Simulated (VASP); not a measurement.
Here is a VASP 6.6.1 calculation.

The input POSCAR:

```
ZnF2
1.0
    4.6084562516      0.0000000000      0.0000000000
    0.0000000000      4.6084562516      0.0000000000
    0.0000000000      0.0000000000      3.0648032879
Zn F
2 4
Direct
    0.5000000000      0.5000000000      0.5000000000
    0.0000000000      0.0000000000      0.0000000000
    0.6982732185      0.6982732185      0.0000000000
    0.8017267815      0.1982732185      0.5000000000
    0.3017267815      0.3017267815      0.0000000000
    0.1982732185      0.8017267815      0.5000000000
```

Contents of INCAR.step1:

```
SYSTEM = ZnF2
PREC = Accurate ; ENCUT = 660
ISMEAR = 0 ; SIGMA = 0.02
LREAL = .FALSE. ; LASPH = .TRUE.
NELM = 120 ; NBANDS = 35
GGA = PE ; ALGO = Normal
EDIFF = 1E-5 ; LWAVE = .TRUE.
LCHARG = .FALSE. ; GGA_COMPAT = .FALSE.
```

INCAR.step2

```
SYSTEM = ZnF2
PREC = Accurate ; ENCUT = 660
EDIFF = 1E-6 ; ISMEAR = 0
SIGMA = 0.02 ; LREAL = .FALSE.
LASPH = .TRUE. ; NELM = 120
ALGO = Normal ; ISIF = 2
LWAVE = .FALSE. ; LCHARG = .FALSE.
METAGGA = R2SCAN ; LMIXTAU = .TRUE.
NBANDS = 35 ; ISTART = 1
GGA_COMPAT = .FALSE.
```

File KPOINTS:

```
regular mesh
0
G
  6 6 8
  0 0 0
```

Potentials or basis: VASP PAW PBE potentials, release 64 (Zn, F).

Run with:

```console
$ cat potpaw_PBE.64/Zn/POTCAR potpaw_PBE.64/F/POTCAR > POTCAR
$ cp INCAR.step1 INCAR
$ mpirun -np 1 vasp_std > vasp.out
$ cp INCAR.step2 INCAR
$ mpirun -np 1 vasp_std > vasp.out
```

**Question.** Estimate the largest force.

**Answer.** 0.010 eV/Å.

**Question.** Predict the band gap on the k mesh.

**Answer.** 4.28 eV.

**Question.** Estimate the pressure.

**Answer.** 9.0 GPa.

Stress tensor (GPa, compression positive):
```
 8.44  0.00  0.00
 0.00  8.44  0.00
 0.00  0.00 10.22
```

Caveat: the cell stands under pressure; the PAW data sets were made with another functional, which shifts forces and pressure a little. A k mesh can miss the band edges.
